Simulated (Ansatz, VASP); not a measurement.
# BiTe: VASP beside Ansatz

```
Bi Te
1.0
    -0.06470    3.20265    3.20265
     3.20265   -0.06470    3.20265
     3.20265    3.20265   -0.06470
Bi Te
1 1
Direct
  0.00000 0.00000 0.00000
  0.50000 0.50000 0.50000
```

Change from the starting cell: equal xy, yz and zx shear strains of -2 %.

Alike in both runs: task single point; functional LDA; k mesh 10 × 10 × 10; occupations fermi-dirac, width 0.08 eV; no spin polarisation.

|  | VASP | Ansatz |
| --- | --- | --- |
| version | VASP 6.6.1 | Ansatz 0.2.0 |
| potentials or method | VASP PAW LDA potentials, release 64 (Bi_d, Te), cutoff 520 eV | all-electron LAPW, scalar-relativistic |

```csv
,VASP,Ansatz,Ansatz less VASP
pressure (GPa),-2.8,-2.8,-0.04
```

LDA's correlation is that of Perdew and Zunger in VASP and of Perdew and Wang (1992) in Ansatz. Ansatz ran all-electron here, and VASP with PAW potentials.

Neither program's run includes spin-orbit coupling.
